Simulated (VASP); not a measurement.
# BiS (Pm-3m) in VASP: single point with PBE

Aim: the single point of BiS with PBE.

Everything below comes from runs of VASP 6.6.1. Logs are shortened: lines on timing, memory, paths and dates and some standing lists are left out, and cuts for length are marked.

## (1) The cell of the first run

Symmetry: Pm-3m, No. 221, cubic system. The conventional cell has a = 3.583 Å, b = 3.583 Å, c = 3.583 Å, α = 90.00°, β = 90.00°, γ = 90.00°. Bi (site symmetry m-3m) has 8 S at 3.10 Å and 6 Bi at 3.58 Å within 4.1 Å. S (site symmetry m-3m) has 8 Bi at 3.10 Å and 6 S at 3.58 Å within 4.1 Å.

## (2) Single point, PBE

Contents of POSCAR:

```
BiS
1.0
    3.5826144527      0.0000000000      0.0000000000
    0.0000000000      3.5826144527      0.0000000000
    0.0000000000      0.0000000000      3.5826144527
Bi S
1 1
Direct
    0.5000000000      0.5000000000      0.5000000000
    0.0000000000      0.0000000000      0.0000000000
```

Contents of INCAR.step1:

```
SYSTEM = BiS
  PREC = Accurate
  ENCUT = 520
  EDIFF = 1E-6
  ISMEAR = 0
  SIGMA = 0.1
  LREAL = .False.
  LASPH = .True.
  NELM = 80
  ALGO = Normal
  ISIF = 2
  LWAVE = .False.
  LCHARG = .True.
  GGA = PE
  NBANDS = 18
```

Contents of KPOINTS.step1:

```
regular mesh
0
Gamma
  16 16 16
  0 0 0
```

Contents of INCAR.step2:

```
SYSTEM = BiS
  PREC = Accurate
  ENCUT = 520
  EDIFF = 1E-6
  ISMEAR = -5
  SIGMA = 0.1
  LREAL = .False.
  LASPH = .True.
  NELM = 80
  ALGO = Normal
  ISIF = 2
  LWAVE = .False.
  LCHARG = .False.
  GGA = PE
  LORBIT = 11
  NEDOS = 2001
  ICHARG = 11
```

Contents of KPOINTS.step2:

```
regular mesh
0
Gamma
  24 24 24
  0 0 0
```

Potentials or basis: VASP PAW PBE potentials, release 64 (Bi_d, S).

On the command line:

```bash
> cat potpaw_PBE.64/Bi_d/POTCAR potpaw_PBE.64/S/POTCAR > POTCAR
> cp INCAR.step1 INCAR
> cp KPOINTS.step1 KPOINTS
> mpirun -np 1 vasp_std > vasp.out
> cp INCAR.step2 INCAR
> cp KPOINTS.step2 KPOINTS
> mpirun -np 1 vasp_std > vasp.out
```

OUTCAR:

```text
SYSTEM = BiS
   PREC = Accurate
   ENCUT = 520
   EDIFF = 1E-6
   ISMEAR = -5
   LREAL = .False.
   LASPH = .True.
   NELM = 80
   ISIF = 2
   GGA = PE
   LORBIT = 11
   ICHARG = 11

 ion  position               nearest neighbor table
   1  0.500  0.500  0.500-   2 3.10   2 3.10   2 3.10   2 3.10   2 3.10   2 3.10   2 3.10   2 3.10

   2  0.000  0.000  0.000-   1 3.10   1 3.10   1 3.10   1 3.10   1 3.10   1 3.10   1 3.10   1 3.10

  LATTYP: Found a simple cubic cell.
 ALAT       =     3.5826144527

  Lattice vectors:

 A1 = (   3.5826144527,   0.0000000000,   0.0000000000)
 A2 = (   0.0000000000,   3.5826144527,   0.0000000000)
 A3 = (   0.0000000000,   0.0000000000,   3.5826144527)

Analysis of symmetry for initial positions (statically):
=====================================================================
 Subroutine PRICEL returns:
 Original cell was already a primitive cell.

 Routine SETGRP: Setting up the symmetry group for a
 simple cubic supercell.

 Subroutine GETGRP returns: Found 48 space group operations
 (whereof 48 operations were pure point group operations)
 out of a pool of 48 trial point group operations.

The static configuration has the point symmetry O_h .

Analysis of symmetry for dynamics (positions and initial velocities):
=====================================================================
 Subroutine PRICEL returns:
 Original cell was already a primitive cell.

 Routine SETGRP: Setting up the symmetry group for a
 simple cubic supercell.

 Subroutine GETGRP returns: Found 48 space group operations
 (whereof 48 operations were pure point group operations)
 out of a pool of 48 trial point group operations.

The dynamic configuration has the point symmetry O_h .

 Subroutine INISYM returns: Found 48 space group operations
 (whereof 48 operations are pure point group operations),
 and found     1 'primitive' translations

----------------------------------------------------------------------------------------

                                     Primitive cell

  volume of cell :      45.9833

  direct lattice vectors                    reciprocal lattice vectors
     3.582614453  0.000000000  0.000000000     0.279125765  0.000000000  0.000000000
     0.000000000  3.582614453  0.000000000     0.000000000  0.279125765  0.000000000
     0.000000000  0.000000000  3.582614453     0.000000000  0.000000000  0.279125765

  length of vectors
     3.582614453  3.582614453  3.582614453     0.279125765  0.279125765  0.279125765

  position of ions in fractional coordinates (direct lattice)
     0.500000000  0.500000000  0.500000000
[... 100 lines left out ...]
     AMIX_MAG =   1.60;   BMIX_MAG =  1.00
  volume/ion in A,a.u.               =      22.99       155.16
  Fermi-wavevector in a.u.,A,eV,Ry     =   1.260708  2.382393 21.624892  1.589385
  Thomas-Fermi vector in A             =   2.394204
   LORBIT       =     11    0 simple, 1 ext, 2 COOP (PROOUT), +10 PAW based schemes
   GGA     = PE    functional components
   LHFCALC =     F    Hartree Fock is set to
   AEXX    =    0.0000 exact exchange contribution
   IVDW    =     0    specifies the selected vdW correction
   LEPSILON=     F    determine dielectric tensor
   LRPA    =     F    only Hartree local field effects (RPA)
 non-spin polarized calculation
 Fermi weights with tetrahedron method with Bloechl corrections
  energy-cutoff  :      520.00
  volume of cell :       45.98
 maximum number of plane-waves:      1261
 NGX is ok and might be reduce to    28

 number of electron      20.9999995 magnetization

 Free energy of the ion-electron system (eV)
  ---------------------------------------------------
  ext. energy  EPLUGINS =         0.00000000
  ---------------------------------------------------
  free energy    TOTEN  =        -7.95378850 eV

  energy without entropy =       -7.95378850  energy(sigma->0) =       -7.95378850

 E-fermi :   8.3861     XC(G=0): -10.6578

 val. band max:        8.3779818410   @ k =   0.5000   0.3750   0.1667
 cond. band min:       8.3687927095   @ k =   0.5000   0.4167   0.2917
 fundamental gap:     -0.0091891315
 Fermi energy:         8.3861397762

 k-point     1 :       0.0000    0.0000    0.0000
  band No.  band energies     occupation
      1     -15.4077      2.00000
      2     -15.4077      2.00000
      3     -15.2742      2.00000
      4     -15.2742      2.00000
      5     -15.2742      2.00000
      6      -6.9524      2.00000
      7      -0.9915      2.00000
      8       5.1600      2.00000
      9       5.1600      2.00000
     10       5.1600      2.00000
     11      12.1242      0.00000
     12      12.1242      0.00000
     13      12.7256      0.00000
     14      12.7256      0.00000
[... 377 lines left out ...]
      1     -15.4014      2.00000
      2     -15.3086      2.00000
      3     -15.3076      2.00000
      4     -15.3011      2.00000
      5     -15.2716      2.00000
      6      -5.0950      2.00000
      7      -3.7248      2.00000
      8       5.8439      2.00000
      9       6.4567      2.00000
     10       6.5142      2.00000
     11       7.1586      2.00000
     12       9.9912      0.00000
     13       9.9916      0.00000
     14      13.7067      0.00000

 [... further k-points ...]

------------------------ aborting loop because EDIFF is reached ----------------------------------------

  FORCE on cell =-STRESS in cart. coord.  units (eV):
  Direction    XX          YY          ZZ          XY          YZ          ZX
  --------------------------------------------------------------------------------------
  -------------------------------------------------------------------------------------
  Total        0.0138633      0.0138633      0.0138633      0.0000000      0.0000000      0.0000000
  in kB        0.4830331      0.4830331      0.4830331      0.0000000      0.0000000      0.0000000
  external PRESSURE =       0.4830331 kB  Pullay stress =       0.0000000 kB

 VOLUME and BASIS-vectors are now :
 -----------------------------------------------------------------------------
  energy-cutoff  :      520.00
  volume of cell :       45.98
      direct lattice vectors                 reciprocal lattice vectors
     3.582614453  0.000000000  0.000000000     0.279125765  0.000000000  0.000000000
     0.000000000  3.582614453  0.000000000     0.000000000  0.279125765  0.000000000
     0.000000000  0.000000000  3.582614453     0.000000000  0.000000000  0.279125765

 POSITION                                       TOTAL-FORCE (eV/Angst)
 -----------------------------------------------------------------------------------
      1.79131      1.79131      1.79131         0.000000      0.000000      0.000000
      0.00000      0.00000      0.00000         0.000000      0.000000      0.000000
 -----------------------------------------------------------------------------------
    total drift:                                0.000000      0.000000      0.000000

  FREE ENERGIE OF THE ION-ELECTRON SYSTEM (eV)
  ---------------------------------------------------
  free  energy   TOTEN  =        -7.9537884957 eV

  energy  without entropy=       -7.9537884957  energy(sigma->0) =       -7.95378850

 total charge

# of ion       s       p       d       tot
------------------------------------------
    1        1.606   1.046   9.947  12.599
    2        1.379   2.246   0.000   3.625
--------------------------------------------------
tot          2.985   3.292   9.947  16.224
```

Run time: 1.9 min. Hardware: 1 thread of Intel Xeon 6975P-C (Granite Rapids), shared host; peak memory 0.4 GiB.

Results:

* Valence electrons inside the program's atomic spheres: Bi 12.60; S 3.62

Levels at points of the mesh, in eV from the Fermi level:
```
           k point  band 8  band 9  band 10  band 11  band 12  band 13
(0.00, 0.00, 0.00)   -3.23   -3.23    -3.23     3.74     3.74     4.34
(0.50, 0.00, 0.00)   -1.97   -1.84    -1.84    -1.79     1.53     1.53
(0.50, 0.50, 0.00)   -6.38   -6.38    -1.56     2.33     2.33     3.25
(0.50, 0.50, 0.50)   -3.97   -3.97    -3.97    -2.84    -2.84    -2.84
```

Caveat: spin-orbit coupling is left out, which moves the levels of the heavy elements; tetrahedron occupations give inexact forces and stress in metals.
